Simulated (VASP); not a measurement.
Runs of VASP 6.6.1 on Sb. The structure is trigonal, space group R-3m (No. 166). The conventional cell has a = 4.291 Å, b = 4.291 Å, c = 10.976 Å, α = 90.00°, β = 90.00°, γ = 120.00°. Sb (site symmetry 3m) has 6 Sb at 2.91 to 3.27 Å within 3.8 Å. 

```csv
k mesh,smearing,gap on the mesh (eV),pressure (GPa),largest force (eV/Å)
9 × 9 × 9,fermi-dirac 1 eV,-,4.7,0.78
9 × 9 × 9,fermi-dirac 0.1 eV,-,0.3,(a)
3 × 3 × 3,fermi-dirac 0.1 eV,1.20,1.4,0.29
9 × 9 × 9,methfessel-paxton 0.03 eV,0.02,0.4,0.03
9 × 9 × 9,methfessel-paxton 0.01 eV,0.02,0.4,0.02
9 × 9 × 9,methfessel-paxton 1 eV,-,(b),0.14
15 × 15 × 15,fermi-dirac 0.1 eV,none,0.3,0.09
9 × 9 × 9,fermi-dirac 0.6 eV,-,1.7,0.53
```

Alike in all rows: task single point; level LDA; potentials or basis VASP PAW LDA potentials, release 64 (Sb); no spin polarisation; cell as given; cutoff (eV) 520.

**Question.** Estimate the missing entries.

**Answer.** (a) 0.06; (b) 0.0.

Caveats: some runs use coarse meshes; spin-orbit coupling is left out, which moves the levels of the heavy elements.

A k mesh can miss the band edges, and the runs leave out spin-orbit coupling on Sb.

A gap of «none» marks levels without a gap at the run's occupations.
